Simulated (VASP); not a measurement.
# Mg2Si (Fm-3m) in VASP: a series of runs

Mg2Si is run at these levels: r2SCAN; tasks: single point.

Everything below comes from runs of VASP 6.6.1. Logs are shortened: lines on timing, memory, paths and dates and some standing lists are left out, and cuts for length are marked.

## 1. The cell of the first run

It takes space group Fm-3m (No. 225, cubic). Conventional cell: a = 6.462 Å, b = 6.462 Å, c = 6.462 Å, α = 90.00°, β = 90.00°, γ = 90.00°. Within 3.7 Å of Mg (site symmetry -43m) lie 4 Si at 2.80 Å and 6 Mg at 3.23 Å. Within 3.7 Å of Si (site symmetry m-3m) lie 8 Mg at 2.80 Å.

## 2. Single point, r2SCAN (22.49 Å³/atom)

Input file POSCAR:

```
Mg2Si
1.0
    0.0000000000      3.2311230062      3.2311230062
    3.2311230062      0.0000000000      3.2311230062
    3.2311230062      3.2311230062      0.0000000000
Mg Si
2 1
Direct
    0.2500000000      0.2500000000      0.2500000000
    0.7500000000      0.7500000000      0.7500000000
    0.0000000000      0.0000000000      0.0000000000
```

Input file INCAR.step1:

```
  PREC = Accurate
  ENCUT = 660
  ISMEAR = 0
  SIGMA = 0.01
  LREAL = False
  LASPH = True
  NELM = 120
  NBANDS = 11
  GGA = PE
  ALGO = Normal
  EDIFF = 1E-5
  LWAVE = True
  LCHARG = False
  GGA_COMPAT = False
```

Input file INCAR.step2:

```
  PREC = Accurate
  ENCUT = 660
  EDIFF = 1E-6
  ISMEAR = 0
  SIGMA = 0.01
  LREAL = False
  LASPH = True
  NELM = 120
  ALGO = Normal
  ISIF = 2
  LWAVE = False
  LCHARG = True
  METAGGA = R2SCAN
  LMIXTAU = True
  LELF = True
  LVHAR = True
  NBANDS = 11
  ISTART = 1
  GGA_COMPAT = False
```

Input file KPOINTS:

```
Automatic mesh
0
Gamma
  6 6 6
```

Potentials or basis: VASP PAW PBE potentials, release 64 (Mg, Si).

The run is started by

```console
$ cat potpaw_PBE.64/Mg/POTCAR potpaw_PBE.64/Si/POTCAR > POTCAR
$ cp INCAR.step1 INCAR
$ mpirun -np 1 vasp_std > vasp.out
$ cp INCAR.step2 INCAR
$ mpirun -np 1 vasp_std > vasp.out
```

OUTCAR:

```text
PREC = Accurate
   ENCUT = 660
   EDIFF = 1E-6
   ISMEAR = 0
   LREAL = False
   LASPH = True
   NELM = 120
   ISIF = 2
   METAGGA = R2SCAN
   ISTART = 1

 ion  position               nearest neighbor table
   1  0.250  0.250  0.250-   3 2.80   3 2.80   3 2.80   3 2.80   2 3.23   2 3.23   2 3.23   2 3.23
                             2 3.23   2 3.23
   2  0.750  0.750  0.750-   3 2.80   3 2.80   3 2.80   3 2.80   1 3.23   1 3.23   1 3.23   1 3.23
                             1 3.23   1 3.23
   3  0.000  0.000  0.000-   2 2.80   2 2.80   2 2.80   1 2.80   1 2.80   1 2.80   2 2.80   1 2.80

  LATTYP: Found a face centered cubic cell.
 ALAT       =     6.4622460124

  Lattice vectors:

 A1 = (   0.0000000000,   3.2311230062,   3.2311230062)
 A2 = (   3.2311230062,   0.0000000000,   3.2311230062)
 A3 = (   3.2311230062,   3.2311230062,   0.0000000000)

Analysis of symmetry for initial positions (statically):
=====================================================================
 Subroutine PRICEL returns:
 Original cell was already a primitive cell.

 Routine SETGRP: Setting up the symmetry group for a
 face centered cubic supercell.

 Subroutine GETGRP returns: Found 48 space group operations
 (whereof 48 operations were pure point group operations)
 out of a pool of 48 trial point group operations.

The static configuration has the point symmetry O_h .

Analysis of symmetry for dynamics (positions and initial velocities):
=====================================================================
 Subroutine PRICEL returns:
 Original cell was already a primitive cell.

 Routine SETGRP: Setting up the symmetry group for a
 face centered cubic supercell.

 Subroutine GETGRP returns: Found 48 space group operations
 (whereof 48 operations were pure point group operations)
 out of a pool of 48 trial point group operations.

The dynamic configuration has the point symmetry O_h .

 Subroutine INISYM returns: Found 48 space group operations
 (whereof 48 operations are pure point group operations),
 and found     1 'primitive' translations

----------------------------------------------------------------------------------------

                                     Primitive cell

  volume of cell :      67.4669

  direct lattice vectors                    reciprocal lattice vectors
     0.000000000  3.231123006  3.231123006    -0.154744960  0.154744960  0.154744960
     3.231123006  0.000000000  3.231123006     0.154744960 -0.154744960  0.154744960
     3.231123006  3.231123006  0.000000000     0.154744960  0.154744960 -0.154744960

  length of vectors
     4.569497977  4.569497977  4.569497977     0.268026133  0.268026133  0.268026133

  position of ions in fractional coordinates (direct lattice)
     0.250000000  0.250000000  0.250000000
     0.750000000  0.750000000  0.750000000
     0.000000000  0.000000000  0.000000000

  ion indices of the primitive-cell ions
   primitive index   ion index
                 1           1
                 2           2
                 3           3

----------------------------------------------------------------------------------------

 KPOINTS: Automatic mesh

Automatic generation of k-mesh.
 Grid dimensions read from file:
 generate k-points for:    6    6    6

 Generating k-lattice:

  Cartesian coordinates                     Fractional coordinates (reciprocal lattice)
    -0.025790827  0.025790827  0.025790827     0.166666667  0.000000000  0.000000000
     0.025790827 -0.025790827  0.025790827     0.000000000  0.166666667  0.000000000
     0.025790827  0.025790827 -0.025790827     0.000000000  0.000000000  0.166666667

  Length of vectors
     0.044671022  0.044671022  0.044671022

  Shift w.r.t. Gamma in fractional coordinates (k-lattice)
     0.000000000  0.000000000  0.000000000

 Subroutine IBZKPT returns following result:
 ===========================================

 Found     16 irreducible k-points:

 Following reciprocal coordinates:
            Coordinates               Weight
  0.000000  0.000000  0.000000      1.000000
  0.166667  0.000000  0.000000      8.000000
  0.333333  0.000000  0.000000      8.000000
  0.500000  0.000000  0.000000      4.000000
  0.166667  0.166667  0.000000      6.000000
  0.333333  0.166667  0.000000     24.000000
[... 8 lines left out ...]
 -0.333333  0.333333  0.166667     24.000000
 -0.333333  0.500000  0.166667     12.000000
   k-points           NKPTS =     16   k-points in BZ     NKDIM =     16   number of bands    NBANDS=     11
   number of dos      NEDOS =    301   number of ions     NIONS =      3
   total plane-waves  NPLWV =  64000
   dimension x,y,z NGX =    40 NGY =   40 NGZ =   40
   dimension x,y,z NGXF=    80 NGYF=   80 NGZF=   80
   ions per type =               2   1
   NGX,Y,Z   is equivalent  to a cutoff of  14.55, 14.55, 14.55 a.u.
   NGXF,Y,Z  is equivalent  to a cutoff of  29.11, 29.11, 29.11 a.u.
 SYSTEM =  unknown system
   PREC   = accura    normal or accurate (medium, high low for compatibility)
   ISTART =      1    job   : 0-new  1-cont  2-samecut
   ICHARG =      0    charge: 1-file 2-atom 10-const
   ISPIN  =      1    spin polarized calculation?
   LNONCOLLINEAR =      F non collinear calculations
   LSORBIT =      F    spin-orbit coupling
   LASPH  =      T    aspherical Exc in radial PAW
   ENCUT  =  660.0 eV  48.51 Ry    6.96 a.u.   9.57  9.57  9.57*2*pi/ulx,y,z
   NELM   =    120;   NELMIN=  2; NELMDL=  0     # of ELM steps
   EDIFF  = 0.1E-05   stopping-criterion for ELM
   LREAL  =      F    real-space projection
   EDIFFG = 0.1E-04   stopping-criterion for IOM
   NSW    =      0    number of steps for IOM
   IBRION =     -1    ionic relax: 0-MD 1-quasi-New 2-CG
   NFREE  =      0    steps in history (QN), initial steepest desc. (CG)
   ISIF   =      2    stress and relaxation
   ISYM   =      2    0-nonsym 1-usesym 2-fastsym
   POTIM  = 0.5000    time-step for ionic-motion
   TEBEG  =    0.0;   TEEND  =   0.0 temperature during run
   PSTRESS=    0.0 pullay stress
   NELECT =       8.0000    total number of electrons
   NUPDOWN=      -1.0000    fix difference up-down
   EMIN   =  10.00;   EMAX   =-10.00  energy-range for DOS
   EFERMI =   0.00;   METHOD = LEGACY
   ISMEAR =     0;   SIGMA  =   0.01  broadening in eV -4-tet -1-fermi 0-gaus
   EFERMI_NEDOS =   21; number of points for ismear=-14 and -15
   IALGO  =     38    algorithm
   IMIX   =      4    mixing-type and parameters
     AMIX     =   0.40;   BMIX     =  1.00
     AMIX_MAG =   1.60;   BMIX_MAG =  1.00
  volume/ion in A,a.u.               =      22.49       151.76
  Fermi-wavevector in a.u.,A,eV,Ry     =   0.804281  1.519871  8.801180  0.646869
  Thomas-Fermi vector in A             =   1.912308
   LORBIT       =      0    0 simple, 1 ext, 2 COOP (PROOUT), +10 PAW based schemes
   METAGGA = R2SCAN    functional components
   LHFCALC =     F    Hartree Fock is set to
   AEXX    =    0.0000 exact exchange contribution
   IVDW    =     0    specifies the selected vdW correction
   LEPSILON=     F    determine dielectric tensor
   LRPA    =     F    only Hartree local field effects (RPA)
 non-spin polarized calculation
 Gauss-broadening in eV      SIGMA  =   0.01
  energy-cutoff  :      660.00
  volume of cell :       67.47
 maximum number of plane-waves:      2637
 NGX is ok and might be reduce to    40
   NGX = 19   NGY = 19   NGZ = 19

 number of electron       8.0000000 magnetization

 Free energy of the ion-electron system (eV)
  ---------------------------------------------------
  ext. energy  EPLUGINS =         0.00000000
  ---------------------------------------------------
  free energy    TOTEN  =       -17.62480416 eV

  energy without entropy =      -17.62480416  energy(sigma->0) =      -17.62480416

 E-fermi :   3.2859     XC(G=0):  -9.0017

 val. band max:        3.2168607744   @ k =   0.0000   0.0000   0.0000
 cond. band min:       3.7205796792   @ k =   0.5000   0.5000   0.0000
 fundamental gap:      0.5037189048
 Fermi energy:         3.2859234442

 k-point     1 :       0.0000    0.0000    0.0000
  band No.  band energies     occupation
      1      -6.0733      2.00000
      2       3.2169      2.00000
      3       3.2169      2.00000
      4       3.2169      2.00000
      5       5.3421      0.00000
      6       5.9664      0.00000
      7       5.9664      0.00000
      8       5.9664      0.00000
      9       9.1118      0.00000
     10       9.1118      0.00000
     11      10.2059      0.00000

 k-point     2 :       0.1667    0.0000    0.0000
  band No.  band energies     occupation
      1      -5.8274      2.00000
      2       1.5346      2.00000
      3       2.9665      2.00000
      4       2.9665      2.00000
      5       5.3701      0.00000
      6       6.3789      0.00000
      7       6.3789      0.00000
      8       7.2723      0.00000
      9       8.4023      0.00000
     10       8.4023      0.00000
     11      10.2488      0.00000

 k-point     3 :       0.3333    0.0000    0.0000
  band No.  band energies     occupation
      1      -5.1780      2.00000
      2      -0.5186      2.00000
      3       2.6238      2.00000
      4       2.6238      2.00000
      5       4.8978      0.00000
      6       6.2589      0.00000
      7       6.2589      0.00000
      8       8.8493      0.00000
      9       9.2965      0.00000
     10       9.2965      0.00000
     11      10.1787      0.00000
[... 155 lines left out ...]
 k-point    15 :      -0.3333    0.3333    0.1667
  band No.  band energies     occupation
      1      -4.2697      2.00000
      2      -0.8488      2.00000
      3       0.1661      2.00000
      4       1.2791      2.00000
      5       5.7537      0.00000
      6       6.2241      0.00000
      7       7.8906      0.00000
      8       8.4710      0.00000
      9       9.4369      0.00000
     10      11.7208      0.00000
     11      12.6221      0.00000

 k-point    16 :      -0.3333    0.5000    0.1667
  band No.  band energies     occupation
      1      -4.1020      2.00000
      2      -0.8209      2.00000
      3       0.2410      2.00000
      4       0.7294      2.00000
      5       5.2228      0.00000
      6       5.5735      0.00000
      7       8.5629      0.00000
      8       8.6559      0.00000
      9      11.7979      0.00000
     10      11.9994      0.00000
     11      12.3198      0.00000

------------------------ aborting loop because EDIFF is reached ----------------------------------------

  FORCE on cell =-STRESS in cart. coord.  units (eV):
  Direction    XX          YY          ZZ          XY          YZ          ZX
  --------------------------------------------------------------------------------------
  -------------------------------------------------------------------------------------
  Total       -1.3895632     -1.3895632     -1.3895632     -0.0000000     -0.0000000      0.0000000
  in kB      -32.9988204    -32.9988204    -32.9988204     -0.0000000     -0.0000000      0.0000000
  external PRESSURE =     -32.9988204 kB  Pullay stress =       0.0000000 kB

 VOLUME and BASIS-vectors are now :
 -----------------------------------------------------------------------------
  energy-cutoff  :      660.00
  volume of cell :       67.47
      direct lattice vectors                 reciprocal lattice vectors
     0.000000000  3.231123006  3.231123006    -0.154744960  0.154744960  0.154744960
     3.231123006  0.000000000  3.231123006     0.154744960 -0.154744960  0.154744960
     3.231123006  3.231123006  0.000000000     0.154744960  0.154744960 -0.154744960

 POSITION                                       TOTAL-FORCE (eV/Angst)
 -----------------------------------------------------------------------------------
      1.61556      1.61556      1.61556         0.000000      0.000000      0.000000
      4.84668      4.84668      4.84668        -0.000000     -0.000000     -0.000000
      0.00000      0.00000      0.00000        -0.000000      0.000000      0.000000
 -----------------------------------------------------------------------------------
    total drift:                               -0.000000      0.000000     -0.000000

  FREE ENERGIE OF THE ION-ELECTRON SYSTEM (eV)
  ---------------------------------------------------
  free  energy   TOTEN  =       -17.6248041643 eV

  energy  without entropy=      -17.6248041643  energy(sigma->0) =      -17.62480416
```

Run time: 2.5 min. Hardware: 1 thread of Intel Xeon 8259CL, shared host; peak memory 0.26 GiB.

What came out:

```yaml
Free_energy: -17.6248 eV
Pressure: -3.3 GPa
Band_gap_on_the_k_mesh: 0.50 eV (least direct gap 2.13 eV)
```

Caveat: the cell stands under tension; semilocal functionals underestimate gaps, and a narrow one can read as zero; the PAW data sets were made with another functional, which shifts forces and pressure a little. A k mesh can miss the band edges.

## 3. Single point, r2SCAN

This run uses another cell than the first one, of 21.22 Å³/atom.

Input file POSCAR:

```
Mg2Si
1.0
    0.0000000000      3.1689705496      3.1689705496
    3.1689705496      0.0000000000      3.1689705496
    3.1689705496      3.1689705496      0.0000000000
Mg Si
2 1
Direct
    0.2500000000      0.2500000000      0.2500000000
    0.7500000000      0.7500000000      0.7500000000
    0.0000000000      0.0000000000      0.0000000000
```

Input file INCAR.step1:

```
SYSTEM = Mg2Si
PREC     = Accurate       ! precision mode
ENCUT    = 660            ! plane-wave cutoff, eV
ISMEAR   = 0              ! smearing method
SIGMA    = 0.01           ! smearing width, eV
LREAL    = .False.        ! projectors in reciprocal space
LASPH    = .True.         ! aspherical terms in the spheres
NELM     = 120            ! most SCF steps
NBANDS   = 11             ! bands
GGA      = PE             ! functional
ALGO     = Normal         ! electronic algorithm
EDIFF    = 1E-5           ! SCF threshold, eV
LWAVE    = .True.         ! write WAVECAR
LCHARG   = .False.        ! write CHGCAR
GGA_COMPAT= .False.
```

Input file INCAR.step2:

```
SYSTEM = Mg2Si
PREC     = Accurate       ! precision mode
ENCUT    = 660            ! plane-wave cutoff, eV
EDIFF    = 1E-6           ! SCF threshold, eV
ISMEAR   = 0              ! smearing method
SIGMA    = 0.01           ! smearing width, eV
LREAL    = .False.        ! projectors in reciprocal space
LASPH    = .True.         ! aspherical terms in the spheres
NELM     = 120            ! most SCF steps
ALGO     = Normal         ! electronic algorithm
ISIF     = 2              ! what is computed and relaxed
LWAVE    = .False.        ! write WAVECAR
LCHARG   = .True.         ! write CHGCAR
METAGGA  = R2SCAN         ! meta-GGA
LMIXTAU  = .True.       
LELF     = .True.         ! ELF
LVHAR    = .True.       
NBANDS   = 11             ! bands
ISTART   = 1            
GGA_COMPAT= .False.
```

Input file KPOINTS:

```
regular mesh
0
Gamma
  8 8 8
  0 0 0
```

Potentials or basis: VASP PAW PBE potentials, release 64 (Mg, Si).

The run is started by

```console
$ cat potpaw_PBE.64/Mg/POTCAR potpaw_PBE.64/Si/POTCAR > POTCAR
$ cp INCAR.step1 INCAR
$ mpirun -np 1 vasp_std > vasp.out
$ cp INCAR.step2 INCAR
$ mpirun -np 1 vasp_std > vasp.out
```

Wall time 3.3 min (1 thread of Intel Xeon 8259CL, shared host); peak memory 0.27 GiB.

Results (log left out):

| Quantity | Value |
| --- | --- |
| Free energy | -17.6838 eV |
| Pressure | -0.3 GPa |
| Band gap on the k mesh | 0.45 eV (least direct gap 2.48 eV) |

Levels at points of the mesh, in eV from the valence-band top:
| k point | band 1 | band 2 | band 3 | band 4 | band 5 | band 6 | band 7 | band 8 | band 9 |
| --- | --- | --- | --- | --- | --- | --- | --- | --- | --- |
| (0.00, 0.00, 0.00) | -9.54 | 0.00 | 0.00 | 0.00 | 2.50 | 2.84 | 2.84 | 2.84 | 5.97 |
| (0.50, 0.00, 0.00) | -8.05 | -4.91 | -0.74 | -0.74 | 1.74 | 2.83 | 2.83 | 5.64 | 8.52 |
| (0.50, 0.50, 0.00) | -7.46 | -4.56 | -2.04 | -2.04 | 0.45 | 0.76 | 8.69 | 8.69 | 9.02 |

Caveat: semilocal functionals underestimate gaps, and a narrow one can read as zero; the PAW data sets were made with another functional, which shifts forces and pressure a little. A k mesh can miss the band edges.
